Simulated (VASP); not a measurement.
Here is a VASP 6.6.1 calculation.

File INCAR:

```
  ALGO = Normal
  EDIFF = 1E-6
  ENCUT = 520
  GGA = PE
  ISIF = 2
  ISMEAR = 0
  LASPH = True
  LCHARG = False
  LREAL = False
  LWAVE = False
  NBANDS = 31
  NELM = 60
  PREC = Accurate
  SIGMA = 0.05
```

KPOINTS

```
k-points
0
Gamma
  12 12 12
```

Contents of POSCAR:

```
C
1.0
    1.2597845300      0.6764233519     10.3670139469
   -1.2597845300      0.6764233519     10.3670139469
    0.0000000000     -1.3528467038     10.3670139469
C
10
Direct
    0.0248257000      0.0248257000      0.0248257000
    0.9751743000      0.9751743000      0.9751743000
    0.1086810650      0.1086810650      0.1086810650
    0.8913189350      0.8913189350      0.8913189350
    0.1583663742      0.1583663742      0.1583663742
    0.8416336258      0.8416336258      0.8416336258
    0.3748589682      0.3748589682      0.3748589682
    0.6251410318      0.6251410318      0.6251410318
    0.4253192967      0.4253192967      0.4253192967
    0.5746807033      0.5746807033      0.5746807033
```

Potentials or basis: VASP PAW PBE potentials, release 64 (C).

Command:

```sh
$ cat potpaw_PBE.64/C/POTCAR > POTCAR
$ mpirun -np 1 vasp_std > vasp.out
```

(1) Estimate the largest force.

(2) Predict the band gap on the k mesh.

(3) What does it give for the pressure?

Answers

(1) 0.792 eV/Å.

(2) 3.52 eV (least direct gap 4.49 eV).

(3) 39.4 GPa.

Caveat: the cell differs from its parent crystal (normal strain along x +0.0000, normal strain along y -0.0700); the stress differs along the axes, from 4 to 104 GPa.
